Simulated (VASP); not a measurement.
# Sb: single point with r2SCAN

Crystal: Sb.

```xyz
2
Lattice="0.0000 3.4015 3.4015 3.4015 0.0000 3.4015 3.4015 3.4015 0.0000" Properties=species:S:1:pos:R:3 pbc="T T T"
Sb    0.0000    0.0000    0.0000
Sb    1.7007    1.7007    1.7007
```

| Property | Result |
| --- | --- |
| Program | VASP 6.6.1 |
| Task | single point |
| Functional | r2SCAN |
| Potentials or basis | VASP PAW PBE potentials, release 64 (Sb) |
| Cutoff | 520 eV |
| k mesh | 9 × 9 × 9 |
| Occupations | fermi-dirac, width 0.1 eV |
| Spin | no spin polarisation |

```json
{"Pressure": "2.4 GPa", "Band gap on the k mesh": "zero (band 5 reaches 5.17 eV, above the bottom of band 6 at 4.15 eV)"}
```

Levels at points of the mesh, in eV from the Fermi level:
```
           k point  band 2  band 3  band 4  band 5  band 6  band 7  band 8  band 9
(0.00, 0.00, 0.00)   -5.02   -2.09   -2.09   -2.09    0.44    0.44    0.44    4.29
```

It took 68 s on 1 thread of Intel(R) Xeon(R) Platinum 8559C (Emerald Rapids), on a shared host, peak memory 0.21 GiB.

Caveat: the PAW data sets were made with another functional, which shifts forces and pressure a little; spin-orbit coupling is left out, which moves the levels of the heavy elements.
